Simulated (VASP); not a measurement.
Runs of VASP 6.6.1 on Ru. The structure is that of space group I4/mmm (No. 139), or close to it. The cells are those of the table. 

| cell | further INCAR settings | gap on the mesh (eV) | pressure (GPa) |
| --- | --- | --- | --- |
| a = 2.618, b = 2.618, c = 2.811 Å, angles 57.5, 57.5, 65.0°, 1 atom | ALGO = Fast; EDIFF = 1e-06; NBANDS = 13 | none | (a) |
| a = 2.603, b = 2.603, c = 2.884 Å, angles 56.4, 56.4, 67.3°, 1 atom | ALGO = Fast; EDIFF = 1e-06; NBANDS = 13 | none | 15.3 |
| a = 2.603, b = 2.603, c = 3.116 Å, angles 53.2, 53.2, 73.5°, 1 atom | ALGO = Fast; EDIFF = 1e-07; NBANDS = 13 | none | 17.7 |
| a = 2.641, b = 2.641, c = 2.837 Å, angles 57.5, 57.5, 65.0°, 1 atom | ALGO = Fast; EDIFF = 1e-06; NBANDS = 13 | none | (b) |
| a = 2.664, b = 2.664, c = 2.764 Å, angles 58.7, 58.7, 62.5°, 1 atom | ALGO = Fast; EDIFF = 1e-07; NBANDS = 13 | none | 0.8 |

Alike in all rows: task single point; level PBE; potentials or basis VASP PAW PBE potentials, release 64 (Ru_pv); no spin polarisation; k mesh 22 × 22 × 22; cutoff (eV) 520; smearing gaussian 0.15 eV.

Question: Estimate the missing entries.

Answer: (a) 12.1; (b) 3.0.

Caveats: the cell stands under pressure (at least some runs).

A k mesh can miss the band edges, and the runs leave out spin-orbit coupling on Ru.

A gap of «none» marks levels without a gap at the run's occupations.
